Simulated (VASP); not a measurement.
# BaTiO3 (R3m) in VASP: notebook, part 2 of 2

VASP 6.6.1.

## 3. Relaxation of shape and atoms at fixed volume, PBEsol (11.55 Å³/atom)

This run uses another cell than the first one, of 11.55 Å³/atom.

INCAR

```
ALGO = Normal
EDIFF = 1E-6
EDIFFG = -0.01
ENCUT = 600
GGA = PS
IBRION = 2
ISIF = 4
ISMEAR = 0
LASPH = True
LCHARG = False
LREAL = False
LWAVE = False
NELM = 100
NSW = 50
PREC = Accurate
SIGMA = 0.02
```

KPOINTS

```
k-points
0
Gamma
  9 9 9
```

POSCAR

```
BaTiO3
1.0
    2.7334654633      1.5781670210      2.2313580256
   -2.7334654633      1.5781670210      2.2313580256
    0.0000000000     -3.1563340421      2.2313580255
Ba Ti O
1 1 3
Direct
    0.0030169431      0.0030169431      0.0030169431
    0.5011665842      0.5011665842      0.5011665842
    0.5048538656      0.5048538656      0.0053087413
    0.0053087413      0.5048538656      0.5048538656
    0.5048538656      0.0053087413      0.5048538656
```

Potentials or basis: VASP PAW PBE potentials, release 64 (Ba_sv, Ti_sv, O).

Started as:

```console
$ cat potpaw_PBE.64/Ba_sv/POTCAR potpaw_PBE.64/Ti_sv/POTCAR potpaw_PBE.64/O/POTCAR > POTCAR
$ mpirun -np 1 vasp_std > vasp.out
```

OUTCAR:

```text
EDIFF = 1E-6
   EDIFFG = -0.01
   ENCUT = 600
   GGA = PS
   IBRION = 2
   ISIF = 4
   ISMEAR = 0
   LASPH = True
   LREAL = False
   NELM = 100
   NSW = 50
   PREC = Accurate

 ion  position               nearest neighbor table
   1  0.003  0.003  0.003-   4 2.72   5 2.72   3 2.72   5 2.73   4 2.73   4 2.73   5 2.73   3 2.73
                             3 2.73   4 2.74   5 2.74   3 2.74   2 3.33   2 3.34   2 3.34   2 3.34
   2  0.501  0.501  0.501-   3 1.92   4 1.92   5 1.92   3 1.95   4 1.95   5 1.95   1 3.33   1 3.34
                             1 3.34   1 3.34   1 3.35   1 3.35   1 3.35   1 3.36
   3  0.505  0.505  0.005-   2 1.92   2 1.95   1 2.72   1 2.73   1 2.73   1 2.74
   4  0.005  0.505  0.505-   2 1.92   2 1.95   1 2.72   1 2.73   1 2.73   1 2.74
   5  0.505  0.005  0.505-   2 1.92   2 1.95   1 2.72   1 2.73   1 2.73   1 2.74

  LATTYP: Found a trigonal (rhomboedric) cell.
 ALAT       =     3.8654111325
 COS(alpha) =    -0.0001515021

  Lattice vectors:

 A1 = (   2.7334654633,   1.5781670210,   2.2313580256)
 A2 = (  -2.7334654633,   1.5781670210,   2.2313580256)
 A3 = (   0.0000000000,  -3.1563340421,   2.2313580255)

Analysis of symmetry for initial positions (statically):
=====================================================================
 Subroutine PRICEL returns:
 Original cell was already a primitive cell.

 Routine SETGRP: Setting up the symmetry group for a
 trigonal (rhombohedral) supercell.

 Subroutine GETGRP returns: Found  6 space group operations
 (whereof  6 operations were pure point group operations)
 out of a pool of 12 trial point group operations.

The static configuration has the point symmetry C_3v.

Analysis of symmetry for dynamics (positions and initial velocities):
=====================================================================
 Subroutine PRICEL returns:
 Original cell was already a primitive cell.

 Routine SETGRP: Setting up the symmetry group for a
 trigonal (rhombohedral) supercell.

 Subroutine GETGRP returns: Found  6 space group operations
 (whereof  6 operations were pure point group operations)
 out of a pool of 12 trial point group operations.

The dynamic configuration has the point symmetry C_3v.

 Subroutine INISYM returns: Found  6 space group operations
 (whereof  6 operations are pure point group operations),
 and found     1 'primitive' translations

----------------------------------------------------------------------------------------

                                     Primitive cell

  volume of cell :      57.7547

  direct lattice vectors                    reciprocal lattice vectors
     2.733465463  1.578167021  2.231358026     0.182917987  0.105607749  0.149385858
    -2.733465463  1.578167021  2.231358026    -0.182917987  0.105607749  0.149385858
     0.000000000 -3.156334042  2.231358026     0.000000000 -0.211215498  0.149385858

  length of vectors
     3.865411133  3.865411133  3.865411133     0.258704699  0.258704699  0.258704699

  position of ions in fractional coordinates (direct lattice)
     0.003016943  0.003016943  0.003016943
     0.501166584  0.501166584  0.501166584
     0.504853866  0.504853866  0.005308741
     0.005308741  0.504853866  0.504853866
     0.504853866  0.005308741  0.504853866

  ion indices of the primitive-cell ions
   primitive index   ion index
                 1           1
                 2           2
                 3           3
[... 36 lines left out ...]
  0.111111  0.111111 -0.000000      6.000000
[... 16 lines left out ...]
 -0.333333  0.333333  0.000000      6.000000
  0.444444  0.444444 -0.000000      6.000000
 [... further k-points ...]
   k-points           NKPTS =     85   k-points in BZ     NKDIM =     85   number of bands    NBANDS=     24
   number of dos      NEDOS =    301   number of ions     NIONS =      5
   total plane-waves  NPLWV =  32768
   dimension x,y,z NGX =    32 NGY =   32 NGZ =   32
   dimension x,y,z NGXF=    64 NGYF=   64 NGZF=   64
   ions per type =               1   1   3
   NGX,Y,Z   is equivalent  to a cutoff of  13.76, 13.76, 13.76 a.u.
   NGXF,Y,Z  is equivalent  to a cutoff of  27.53, 27.53, 27.53 a.u.
 SYSTEM =  unknown system
   PREC   = accura    normal or accurate (medium, high low for compatibility)
   ISTART =      0    job   : 0-new  1-cont  2-samecut
   ICHARG =      2    charge: 1-file 2-atom 10-const
   ISPIN  =      1    spin polarized calculation?
   LNONCOLLINEAR =      F non collinear calculations
   LSORBIT =      F    spin-orbit coupling
   LASPH  =      T    aspherical Exc in radial PAW
   ENCUT  =  600.0 eV  44.10 Ry    6.64 a.u.   7.72  7.72  7.72*2*pi/ulx,y,z
   NELM   =    100;   NELMIN=  2; NELMDL= -5     # of ELM steps
   EDIFF  = 0.1E-05   stopping-criterion for ELM
   LREAL  =      F    real-space projection
   EDIFFG = -.1E-01   stopping-criterion for IOM
   NSW    =     50    number of steps for IOM
   IBRION =      2    ionic relax: 0-MD 1-quasi-New 2-CG
   NFREE  =      1    steps in history (QN), initial steepest desc. (CG)
   ISIF   =      4    stress and relaxation
   ISYM   =      2    0-nonsym 1-usesym 2-fastsym
   POTIM  = 0.5000    time-step for ionic-motion
   TEBEG  =    0.0;   TEEND  =   0.0 temperature during run
   PSTRESS=    0.0 pullay stress
   NELECT =      40.0000    total number of electrons
   NUPDOWN=      -1.0000    fix difference up-down
   EMIN   =  10.00;   EMAX   =-10.00  energy-range for DOS
   EFERMI =   0.00;   METHOD = LEGACY
   ISMEAR =     0;   SIGMA  =   0.02  broadening in eV -4-tet -1-fermi 0-gaus
   EFERMI_NEDOS =   21; number of points for ismear=-14 and -15
   IALGO  =     38    algorithm
   IMIX   =      4    mixing-type and parameters
     AMIX     =   0.40;   BMIX     =  1.00
     AMIX_MAG =   1.60;   BMIX_MAG =  1.00
  volume/ion in A,a.u.               =      11.55        77.95
  Fermi-wavevector in a.u.,A,eV,Ry     =   1.448435  2.737146 28.544549  2.097965
  Thomas-Fermi vector in A             =   2.566277
   LORBIT       =      0    0 simple, 1 ext, 2 COOP (PROOUT), +10 PAW based schemes
   GGA     = PS    functional components
   LHFCALC =     F    Hartree Fock is set to
   AEXX    =    0.0000 exact exchange contribution
   IVDW    =     0    specifies the selected vdW correction
   LEPSILON=     F    determine dielectric tensor
   LRPA    =     F    only Hartree local field effects (RPA)
 conjugate gradient relaxation of ions
 non-spin polarized calculation
 Gauss-broadening in eV      SIGMA  =   0.02
  energy-cutoff  :      600.00
  volume of cell :       57.75
 maximum number of plane-waves:      1943
   NGX = 15   NGY = 15   NGZ = 15

--------------------------------------- Ionic step        1  -------------------------------------------

 number of electron      40.0000008 magnetization

 Free energy of the ion-electron system (eV)
  ---------------------------------------------------
  ext. energy  EPLUGINS =         0.00000000
  ---------------------------------------------------
  free energy    TOTEN  =       -41.66637540 eV

  energy without entropy =      -41.66637540  energy(sigma->0) =      -41.66637540

------------------------ aborting loop because EDIFF is reached ----------------------------------------

  FORCE on cell =-STRESS in cart. coord.  units (eV):
  Direction    XX          YY          ZZ          XY          YZ          ZX
  --------------------------------------------------------------------------------------
  -------------------------------------------------------------------------------------
  Total        7.1399269      7.1399269      7.1676023      0.0000000      0.0000000      0.0000000
  in kB      198.0693543    198.0693543    198.8370988      0.0000000      0.0000000      0.0000000
  external PRESSURE =     198.3252691 kB  Pullay stress =       0.0000000 kB
[... 143 lines left out ...]
--------------------------------------- Ionic step        5  -------------------------------------------

 number of electron      40.0000001 magnetization

 Free energy of the ion-electron system (eV)
  ---------------------------------------------------
  ext. energy  EPLUGINS =         0.00000000
  ---------------------------------------------------
  free energy    TOTEN  =       -41.66716616 eV

  energy without entropy =      -41.66716616  energy(sigma->0) =      -41.66716616

 E-fermi :   4.6104     XC(G=0): -12.0768

 val. band max:        4.5161078416   @ k =   0.0000   0.0000   0.0000
 cond. band min:       6.4271464664   @ k =   0.0000   0.0000   0.0000
 fundamental gap:      1.9110386248
 Fermi energy:         4.6103994234

 k-point     1 :       0.0000    0.0000    0.0000
  band No.  band energies     occupation
      1     -51.3752      2.00000
      2     -27.7704      2.00000
      3     -27.7702      2.00000
      4     -27.7702      2.00000
      5     -20.0372      2.00000
      6     -12.4878      2.00000
[... 637 lines left out ...]
     23       8.9769      0.00000
     24      10.2357      0.00000

 [... further k-points ...]
[... 5 lines left out ...]
  --------------------------------------------------------------------------------------
  -------------------------------------------------------------------------------------
  Total        7.1119479      7.1119479      7.1445123      0.0000000      0.0000000      0.0000000
  in kB      197.2931856    197.2931856    198.1965563      0.0000000      0.0000000      0.0000000
  external PRESSURE =     197.5943092 kB  Pullay stress =       0.0000000 kB
[... 20 lines left out ...]
  FREE ENERGIE OF THE ION-ELECTRON SYSTEM (eV)
  ---------------------------------------------------
  free  energy   TOTEN  =       -41.6671661576 eV

  energy  without entropy=      -41.6671661576  energy(sigma->0) =      -41.66716616

 reached required accuracy - stopping structural energy minimisation
```

OSZICAR:

```text
N       E                     dE             d eps       ncg     rms          rms(c)
DAV:   1     0.493935507832E+03    0.49394E+03   -0.23516E+04  4080   0.204E+03
DAV:   2     0.535957690749E+01   -0.48858E+03   -0.47973E+03  4840   0.532E+02
[... 37 lines left out ...]
       N       E                     dE             d eps       ncg     rms          rms(c)
DAV:   1    -0.416640323498E+02    0.29263E-02   -0.49426E-01  4928   0.996E+00    0.132E-01
DAV:   2    -0.416671612379E+02   -0.31289E-02   -0.33640E-02  4112   0.140E+00    0.749E-02
DAV:   3    -0.416671868457E+02   -0.25608E-04   -0.10271E-03  5936   0.209E-01    0.445E-02
DAV:   4    -0.416671648313E+02    0.22014E-04   -0.97932E-05  4752   0.933E-02    0.988E-03
DAV:   5    -0.416671663898E+02   -0.15585E-05   -0.17677E-05  4624   0.358E-02    0.677E-03
DAV:   6    -0.416671661576E+02    0.23210E-06   -0.64548E-07  2432   0.107E-02
   5 F= -.41667166E+02 E0= -.41667166E+02  d E =-.411249E-03
```

It took 4.4 min on 1 thread of Intel Xeon Platinum 8259CL at 2.50GHz (Skylake/Cascade Lake), shared host; peak memory 0.29 GiB.

Results:

| Quantity | Value |
| --- | --- |
| Free energy | -41.6672 eV |
| Energy gained by relaxing | 0.2 meV/atom |
| Ionic steps | 5 |
| Pressure after relaxing | 19.8 GPa |
| Largest force after relaxing | 0.008 eV/Å |
| Band gap on the k mesh | 1.91 eV |

Forces in eV/Å, atoms in the order of the input:
```
Ba   0.000  0.000 -0.008
Ti   0.000  0.000  0.006
O    0.000 -0.001  0.001
O    0.000  0.000  0.001
O    0.000  0.000  0.001
```

Stress tensor (GPa, compression positive):
```
19.73  0.00  0.00
 0.00 19.73  0.00
 0.00  0.00 19.82
```

Step by step:
```
step  energy change (eV)  largest force (eV/Å)  pressure (GPa)  volume (Å³)
   1              0.0000                0.0512           19.83        57.75
   2             -0.0003                0.0414           19.79        57.75
   3             -0.0004                0.0307           19.77        57.75
   4             -0.0006                0.0231           19.76        57.75
   5             -0.0008                0.0077           19.76        57.75
```

Final structure:
```
CELL_PARAMETERS angstrom
2.73352 1.57820 2.23126
-2.73352 1.57820 2.23126
0.00000 -3.15640 2.23126
ATOMIC_POSITIONS crystal
Ba 0.00389 0.00389 0.00389
Ti 0.50364 0.50364 0.50364
O 0.50390 0.50390 0.00388
O 0.00388 0.50390 0.50390
O 0.50390 0.00388 0.50390
```

Levels at points of the mesh, in eV from the valence-band top:
```
           k point  band 16  band 17  band 18  band 19  band 20  band 21  band 22  band 23  band 24
(0.00, 0.00, 0.00)    -1.27    -1.27     0.00     0.00     0.00     1.91     1.91     1.91     4.67
```

Caveat: the PAW data sets were made with another functional, which shifts forces and pressure a little; spin-orbit coupling is left out, which moves the levels of the heavy elements. A k mesh can miss the band edges.
